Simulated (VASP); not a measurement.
# Al2GaAs3 (P1) in VASP: relaxation of cell and atoms with PBE

Aim: the relaxation of cell and atoms of Al2GaAs3 with PBE.

Program: VASP 6.6.1. These are calculated values, not measurements. Logs are shortened: lines on timing, memory, paths and dates and some standing lists are left out, and cuts for length are marked.

### Step 1. The cell of the first run

The typed cell holds 12 atoms: a = 4.044 Å, b = 6.993 Å, c = 10.294 Å, α = 89.82°, β = 89.14°, γ = 91.62°.

### Step 2. Relaxation of cell and atoms, PBE

INCAR reads:

```
SYSTEM = Al2GaAs3
ALGO = Normal
EDIFF = 1E-6
EDIFFG = -0.025
ENCUT = 600
GGA = PE
IBRION = 2
ISIF = 3
ISMEAR = 0
LASPH = .TRUE.
LCHARG = .FALSE.
LREAL = .FALSE.
LWAVE = .FALSE.
NELM = 100
NSW = 80
PREC = Accurate
SIGMA = 0.1
```

KPOINTS reads:

```
k-points
0
G
  4 2 2
  0 0 0
```

POSCAR reads:

```
Al2GaAs3
1.0
    4.0434398507     -0.0570968173      0.0310716255
   -0.0988944888      6.9919011056      0.0114402472
    0.0761457790      0.0161866370     10.2939985045
Al Ga As
4 2 6
Direct
    0.0091678514     -0.0040883276     -0.0009231879
    0.4917969139      0.5058879947      0.0018133432
    0.4922028067      0.1725986893      0.3339989569
    1.0043847501      0.6657335694      0.3404852014
    0.0140878305      0.3382461966      0.6590980295
    0.4789098604      0.8257526358      0.6626986039
    0.0010508760      0.0013930301      0.7428691080
    0.4927421675      0.4934825995      0.7541822959
    0.0113524766      0.3441051716      0.4095185277
    0.5049783991      0.8335748548      0.4169752820
    0.4960534940      0.1592240588      0.0856993235
    1.0032725738      0.6640895270      0.0935845161
```

Potentials or basis: VASP PAW PBE potentials, release 64 (Al, Ga_d, As).

The run is started by

```
$ cat potpaw_PBE.64/Al/POTCAR potpaw_PBE.64/Ga_d/POTCAR potpaw_PBE.64/As/POTCAR > POTCAR
$ mpirun -np 1 vasp_std > vasp.out
```

OUTCAR:

```text
SYSTEM = Al2GaAs3
   EDIFF = 1E-6
   EDIFFG = -0.025
   ENCUT = 600
   GGA = PE
   IBRION = 2
   ISIF = 3
   ISMEAR = 0
   LASPH = .TRUE.
   LREAL = .FALSE.
   NELM = 100
   NSW = 80
   PREC = Accurate

 ion  position               nearest neighbor table
   1  0.009  0.996  0.999-  11 2.43  12 2.51  11 2.55   7 2.64
   2  0.492  0.506  0.002-  12 2.47  12 2.52   8 2.55  11 2.57
   3  0.492  0.173  0.334-   9 2.43  10 2.52   9 2.52  11 2.56
   4  0.004  0.666  0.340-   9 2.36  10 2.45  10 2.48  12 2.54
   5  0.014  0.338  0.659-   8 2.41   7 2.50   9 2.57   8 2.58
   6  0.479  0.826  0.663-   7 2.45   8 2.51  10 2.53   7 2.56
   7  0.001  0.001  0.743-   6 2.45   5 2.50   6 2.56   1 2.64
   8  0.493  0.493  0.754-   5 2.41   6 2.51   2 2.55   5 2.58
   9  0.011  0.344  0.410-   4 2.36   3 2.43   3 2.52   5 2.57
  10  0.505  0.834  0.417-   4 2.45   4 2.48   3 2.52   6 2.53
  11  0.496  0.159  0.086-   1 2.43   1 2.55   3 2.56   2 2.57
  12  0.003  0.664  0.094-   2 2.47   1 2.51   2 2.52   4 2.54

  LATTYP: Found a triclinic cell.
 ALAT       =     4.0439623290
 B/A-ratio  =     2.0217902773
 C/A-ratio  =     2.5455956357
 COS(alpha) =     0.0047929599
 COS(beta)  =     0.0150569773
 COS(gamma) =     0.5187686286

  Lattice vectors:

 A1 = (  -4.0434398507,   0.0570968173,  -0.0310716255)
 A2 = (  -4.1423343395,   7.0489979229,  -0.0196313783)
 A3 = (  -0.0761457790,  -0.0161866370, -10.2939985045)

Analysis of symmetry for initial positions (statically):
=====================================================================
 Subroutine PRICEL returns:
 Original cell was already a primitive cell.

 Routine SETGRP: Setting up the symmetry group for a
 triclinic supercell.

 Subroutine GETGRP returns: Found  1 space group operations
 (whereof  1 operations were pure point group operations)
 out of a pool of  2 trial point group operations.

The static configuration has the point symmetry C_1 .

Analysis of symmetry for dynamics (positions and initial velocities):
=====================================================================
 Subroutine PRICEL returns:
 Original cell was already a primitive cell.

 Routine SETGRP: Setting up the symmetry group for a
 triclinic supercell.

 Subroutine GETGRP returns: Found  1 space group operations
 (whereof  1 operations were pure point group operations)
 out of a pool of  2 trial point group operations.

The dynamic configuration has the point symmetry C_1 .

 Subroutine INISYM returns: Found  1 space group operations
 (whereof  1 operations are pure point group operations),
 and found     1 'primitive' translations

----------------------------------------------------------------------------------------

                                     Primitive cell

  volume of cell :     290.9495

  direct lattice vectors                    reciprocal lattice vectors
     4.043439851 -0.057096817  0.031071625     0.247377732  0.003501951 -0.001835385
    -0.098894489  6.991901106  0.011440247     0.002021854  0.143051608 -0.000239895
     0.076145779  0.016186637 10.293998504    -0.000748937 -0.000169551  0.097149788

  length of vectors
     4.043962329  6.992609818 10.294292856     0.247409326  0.143066096  0.097152823

  position of ions in fractional coordinates (direct lattice)
     0.009167851  0.995911672  0.999076812
     0.491796914  0.505887995  0.001813343
     0.492202807  0.172598689  0.333998957
     0.004384750  0.665733569  0.340485201
     0.014087831  0.338246197  0.659098030
     0.478909860  0.825752636  0.662698604
     0.001050876  0.001393030  0.742869108
     0.492742167  0.493482599  0.754182296
     0.011352477  0.344105172  0.409518528
     0.504978399  0.833574855  0.416975282
     0.496053494  0.159224059  0.085699324
     0.003272574  0.664089527  0.093584516

  ion indices of the primitive-cell ions
   primitive index   ion index
                 1           1
                 2           2
                 3           3
                 4           4
                 5           5
                 6           6
                 7           7
                 8           8
                 9           9
                10          10
                11          11
                12          12

----------------------------------------------------------------------------------------

 KPOINTS: k-points

Automatic generation of k-mesh.
 Grid dimensions read from file:
 generate k-points for:    4    2    2

 Generating k-lattice:

  Cartesian coordinates                     Fractional coordinates (reciprocal lattice)
     0.061844433  0.000875488 -0.000458846     0.250000000 -0.000000000 -0.000000000
     0.001010927  0.071525804 -0.000119948    -0.000000000  0.500000000  0.000000000
    -0.000374469 -0.000084775  0.048574894     0.000000000  0.000000000  0.500000000

  Length of vectors
     0.061852331  0.071533048  0.048576411

  Shift w.r.t. Gamma in fractional coordinates (k-lattice)
     0.000000000  0.000000000  0.000000000

 Subroutine IBZKPT returns following result:
 ===========================================

 Found     12 irreducible k-points:

 Following reciprocal coordinates:
            Coordinates               Weight
  0.000000  0.000000  0.000000      1.000000
  0.250000 -0.000000 -0.000000      2.000000
  0.500000 -0.000000 -0.000000      1.000000
 -0.000000  0.500000  0.000000      1.000000
  0.250000  0.500000  0.000000      2.000000
  0.500000  0.500000  0.000000      1.000000
  0.000000 -0.000000  0.500000      1.000000
  0.250000 -0.000000  0.500000      2.000000
  0.500000 -0.000000  0.500000      1.000000
 -0.000000  0.500000  0.500000      1.000000
  0.250000  0.500000  0.500000      2.000000
  0.500000  0.500000  0.500000      1.000000
   k-points           NKPTS =     12   k-points in BZ     NKDIM =     12   number of bands    NBANDS=     41
   number of dos      NEDOS =    301   number of ions     NIONS =     12
   total plane-waves  NPLWV = 150528
   dimension x,y,z NGX =    32 NGY =   56 NGZ =   84
   dimension x,y,z NGXF=    64 NGYF=  112 NGZF=  168
   ions per type =               4   2   6
   NGX,Y,Z   is equivalent  to a cutoff of  13.16, 13.31, 13.57 a.u.
   NGXF,Y,Z  is equivalent  to a cutoff of  26.31, 26.63, 27.13 a.u.
 SYSTEM =  Al2GaAs3
   PREC   = accura    normal or accurate (medium, high low for compatibility)
   ISTART =      0    job   : 0-new  1-cont  2-samecut
   ICHARG =      2    charge: 1-file 2-atom 10-const
   ISPIN  =      1    spin polarized calculation?
   LNONCOLLINEAR =      F non collinear calculations
   LSORBIT =      F    spin-orbit coupling
   LASPH  =      T    aspherical Exc in radial PAW
   ENCUT  =  600.0 eV  44.10 Ry    6.64 a.u.   8.08 13.97 20.56*2*pi/ulx,y,z
   NELM   =    100;   NELMIN=  2; NELMDL= -5     # of ELM steps
   EDIFF  = 0.1E-05   stopping-criterion for ELM
   LREAL  =      F    real-space projection
   EDIFFG = -.3E-01   stopping-criterion for IOM
   NSW    =     80    number of steps for IOM
   IBRION =      2    ionic relax: 0-MD 1-quasi-New 2-CG
   NFREE  =      1    steps in history (QN), initial steepest desc. (CG)
   ISIF   =      3    stress and relaxation
   ISYM   =      2    0-nonsym 1-usesym 2-fastsym
   POTIM  = 0.5000    time-step for ionic-motion
   TEBEG  =    0.0;   TEEND  =   0.0 temperature during run
   PSTRESS=    0.0 pullay stress
   NELECT =      68.0000    total number of electrons
   NUPDOWN=      -1.0000    fix difference up-down
   EMIN   =  10.00;   EMAX   =-10.00  energy-range for DOS
   EFERMI =   0.00;   METHOD = LEGACY
   ISMEAR =     0;   SIGMA  =   0.10  broadening in eV -4-tet -1-fermi 0-gaus
   EFERMI_NEDOS =   21; number of points for ismear=-14 and -15
   IALGO  =     38    algorithm
   IMIX   =      4    mixing-type and parameters
     AMIX     =   0.40;   BMIX     =  1.00
     AMIX_MAG =   1.60;   BMIX_MAG =  1.00
  volume/ion in A,a.u.               =      24.25       163.62
  Fermi-wavevector in a.u.,A,eV,Ry     =   1.008413  1.905625 13.835730  1.016897
  Thomas-Fermi vector in A             =   2.141279
   LORBIT       =      0    0 simple, 1 ext, 2 COOP (PROOUT), +10 PAW based schemes
   GGA     = PE    functional components
   LHFCALC =     F    Hartree Fock is set to
   AEXX    =    0.0000 exact exchange contribution
   IVDW    =     0    specifies the selected vdW correction
   LEPSILON=     F    determine dielectric tensor
   LRPA    =     F    only Hartree local field effects (RPA)
 conjugate gradient relaxation of ions
 non-spin polarized calculation
 Gauss-broadening in eV      SIGMA  =   0.10
  energy-cutoff  :      600.00
  volume of cell :      290.95
 maximum number of plane-waves:      9746
   NGX = 17   NGY = 27   NGZ = 41

--------------------------------------- Ionic step        1  -------------------------------------------

 number of electron      68.0000004 magnetization

 Free energy of the ion-electron system (eV)
  ---------------------------------------------------
  ext. energy  EPLUGINS =         0.00000000
  ---------------------------------------------------
  free energy    TOTEN  =       -53.41964738 eV

  energy without entropy =      -53.41964605  energy(sigma->0) =      -53.41964671

------------------------ aborting loop because EDIFF is reached ----------------------------------------

  FORCE on cell =-STRESS in cart. coord.  units (eV):
  Direction    XX          YY          ZZ          XY          YZ          ZX
  --------------------------------------------------------------------------------------
  -------------------------------------------------------------------------------------
  Total        1.1683859      0.1049497     -8.4997788      1.8219292      0.0124344     -0.3647765
  in kB        6.4339728      0.5779284    -46.8058942     10.0328525      0.0684728     -2.0087220
  external PRESSURE =     -13.2646643 kB  Pullay stress =       0.0000000 kB
[... 119 lines left out ...]
  FREE ENERGIE OF THE ION-ELECTRON SYSTEM (eV)
  ---------------------------------------------------
  free  energy   TOTEN  =       -53.7770950435 eV

  energy  without entropy=      -53.7770950435  energy(sigma->0) =      -53.77709504

[... ionic steps 4 to 14 ...]

--------------------------------------- Ionic step       15  -------------------------------------------

 number of electron      68.0000011 magnetization

------------------------ aborting loop because EDIFF is reached ----------------------------------------

  FORCE on cell =-STRESS in cart. coord.  units (eV):
  Direction    XX          YY          ZZ          XY          YZ          ZX
  --------------------------------------------------------------------------------------
  -------------------------------------------------------------------------------------
  Total       -0.0127671     -0.0348257     -0.1324171      0.0449278     -0.0125345     -0.0237186
  in kB       -0.0721488     -0.1968055     -0.7483098      0.2538940     -0.0708347     -0.1340375
  external PRESSURE =      -0.3390881 kB  Pullay stress =       0.0000000 kB
[... 77 lines left out ...]
  energy  without entropy=      -53.8749263682  energy(sigma->0) =      -53.87492637

--------------------------------------- Ionic step       17  -------------------------------------------

 number of electron      68.0000012 magnetization

 Free energy of the ion-electron system (eV)
  ---------------------------------------------------
  ext. energy  EPLUGINS =         0.00000000
  ---------------------------------------------------
  free energy    TOTEN  =       -53.87526112 eV

  energy without entropy =      -53.87526112  energy(sigma->0) =      -53.87526112

 E-fermi :   4.0509     XC(G=0):  -9.0493

 val. band max:        3.6019290864   @ k =   0.0000   0.0000   0.0000
 cond. band min:       4.5080515148   @ k =   0.0000   0.0000   0.0000
 fundamental gap:      0.9061224284
 Fermi energy:         4.0509249763

 k-point     1 :       0.0000    0.0000    0.0000
  band No.  band energies     occupation
      1     -10.9774      2.00000
      2     -10.9572      2.00000
      3     -10.9177      2.00000
      4     -10.9133      2.00000
      5     -10.9110      2.00000
      6     -10.8941      2.00000
[... 556 lines left out ...]
  FREE ENERGIE OF THE ION-ELECTRON SYSTEM (eV)
  ---------------------------------------------------
  free  energy   TOTEN  =       -53.8752611214 eV

  energy  without entropy=      -53.8752611214  energy(sigma->0) =      -53.87526112

 reached required accuracy - stopping structural energy minimisation
```

Run time: 18 min. Hardware: 1 thread of AMD EPYC 9R45 (Zen 5), shared host; peak memory 0.48 GiB.

Results:

- Free energy: -53.8753 eV
- Relaxed volume: 23.61 Å³/atom
- Relaxed cell: a = 4.079 Å, b = 7.003 Å, c = 9.918 Å, α = 90.28°, β = 89.99°, γ = 90.00°
- Space group after relaxing (to 0.1 Å): P3m1 (No. 156)
- Energy gained by relaxing: 38.0 meV/atom
- Ionic steps: 17
- Pressure after relaxing: 0.0 GPa
- Largest force after relaxing: 0.021 eV/Å
- Band gap on the k mesh: 0.91 eV

Forces in eV/Å, atoms in the order of the input:
```
Al  -0.002 -0.005 -0.008
Al  -0.004 -0.004  0.009
Al  -0.002 -0.013 -0.016
Al  -0.002 -0.004  0.005
Ga   0.003  0.002  0.004
Ga  -0.002 -0.009  0.002
As   0.016  0.010  0.005
As  -0.002  0.013  0.003
As  -0.007 -0.012  0.003
As  -0.003 -0.003  0.004
As   0.001  0.005 -0.010
As   0.005  0.019 -0.001
```

The path:
```
step  energy change (eV)  largest force (eV/Å)  pressure (GPa)  volume (Å³)
   1              0.0000                1.2504           -1.33       290.95
   2             -0.3556                0.6066            0.23       282.43
   3             -0.3574                0.6306            0.41       281.76
   4             -0.4243                0.2526            0.09       282.87
   5             -0.4300                0.2518           -0.02       283.28
   6             -0.4433                0.1360           -0.03       283.38
   7             -0.4464                0.1085           -0.04       283.44
   8             -0.4497                0.0737            0.03       283.16
   9             -0.4498                0.0817            0.04       283.10
  10             -0.4521                0.0625           -0.01       283.31
  11             -0.4530                0.0782           -0.06       283.52
  12             -0.4546                0.0412            0.05       283.08
  13             -0.4547                0.0360            0.10       282.93
  14             -0.4553                0.0332           -0.08       283.65
  15             -0.4553                0.0300           -0.03       283.51
  16             -0.4553                0.0308           -0.07       283.55
  17             -0.4556                0.0209            0.00       283.30
```

Final structure:
```
Al Ga As
1.0
     4.07872    0.00018   -0.00012
    -0.00056    7.00340   -0.01749
     0.00269   -0.02385    9.91771
Al Ga As
4 2 6
Direct
  0.99993 0.99984 0.00087
  0.50006 0.49956 0.00027
  0.50129 0.16807 0.33395
  0.00093 0.66796 0.33320
  0.99974 0.33259 0.66627
  0.49821 0.83277 0.66632
  0.99807 0.99936 0.75102
  0.49971 0.49926 0.75072
  0.00133 0.33449 0.41554
  0.50082 0.83413 0.41541
  0.49998 0.16618 0.08353
  0.99993 0.66578 0.08289
```

Caveat: the k points lie up to 0.45 Å⁻¹ apart in the final cell.
